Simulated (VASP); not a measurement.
The system is GaP.

```xyz
2
Lattice="0.0000 2.7254 2.8072 2.7254 0.0000 2.8072 2.7254 2.7254 0.0000" Properties=species:S:1:pos:R:3 pbc="T T T"
Ga    0.0000    0.0000    0.0000
P     1.3627    1.3627    1.4036
```

This cell differs from its parent crystal: uniaxial z strain +3.0%.

Base run:

* Program: VASP 6.6.1
* Functional: r2SCAN
* Potentials or basis: VASP PAW PBE potentials, release 64 (Ga_d, P)
* Cutoff: 520 eV
* k mesh: 8 × 8 × 8
* Occupations: gaussian, width 0.01 eV
* Spin: no spin polarisation

Its results: band gap on the k mesh 1.79 eV, indirect (least direct gap 2.02 eV); pressure -2.5 GPa.

Q: The run is repeated on the same cell with these changes: functional from r2SCAN to PBE; occupations from gaussian, width 0.01 eV to fermi-dirac, width 0.02 eV. What comes out?

A: Band gap on the k mesh 1.51 eV, indirect (least direct gap 1.52 eV); pressure 0.0 GPa.

Caveats: the PAW data sets were made with another functional, which shifts forces and pressure a little (some runs).

A k mesh can miss the band edges.
